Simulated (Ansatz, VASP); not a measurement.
# Two plane-wave programs on Pd

File INCAR:

```
ALGO = Normal
EDIFF = 1E-6
ENCUT = 520
ISIF = 2
ISMEAR = -1
ISPIN = 2
LASPH = T
LCHARG = F
LMAXMIX = 4
LORBIT = 11
LREAL = F
LWAVE = F
MAGMOM = 0.5
NBANDS = 15
NELM = 150
PREC = Accurate
SIGMA = 0.05
```

File KPOINTS:

```
k-points
0
Gamma
  14 14 14
```

POSCAR

```
Pd
1.0
    0.0000000000      1.9202771092      1.9202771092
    1.9202771092      0.0000000000      1.9202771092
    1.9202771092      1.9202771092      0.0000000000
Pd
1
Direct
    0.0000000000      0.0000000000      0.0000000000
```

Input for Ansatz:

```yaml
crystal:
  lattice:
    - [0.0, 1.9202771092, 1.9202771092]
    - [1.9202771092, 0.0, 1.9202771092]
    - [1.9202771092, 1.9202771092, 0.0]
  atoms:
    - { symbol: Pd, position: [0.0, 0.0, 0.0], spin: 0.5 }
hamiltonian:
  xc: lda
  pseudopotentials:
    kind: paw
    azcp:
      Pd: "pseudopotentials/Pd.paw.azcp"
basis:
  ecutwfc: 420
  fft_grid_basis: typed
kpoints:
  mp_grid: { grid: [14, 14, 14], shift: [0, 0, 0] }
magnetization:
  spin_polarized: true
scf:
  occupations: { method: fermi_dirac, width: 0.05 }
  lower_state_search: "off"
output:
  stress: true
```

Alike in both runs: task single point; functional LDA; k mesh 14 × 14 × 14; occupations fermi-dirac, width 0.05 eV; collinear spin.

```csv
,VASP,Ansatz
version,VASP 6.6.1,Ansatz 0.2.0
potentials or method,"VASP PAW LDA potentials, release 64 (Pd), cutoff 520 eV","plane waves (420 eV) with PAW, scalar-relativistic"
valence electrons in the cell,10,18
```

|  | VASP | Ansatz | Ansatz less VASP |
| --- | --- | --- | --- |
| pressure (GPa) | 0.3 | 0.0 | -0.36 |
| net moment per atom (μB) | 0.01 | 0.00 | -0.012 |

Ansatz warns that its potentials were made for another functional, while VASP's fit it. LDA's correlation is that of Perdew and Zunger in VASP and of Perdew and Wang (1992) in Ansatz. VASP's potentials hold 10 valence electrons a cell and Ansatz's 18, so a difference there can come from the potentials and not from the codes. Ansatz's warnings: seeded moment not kept.
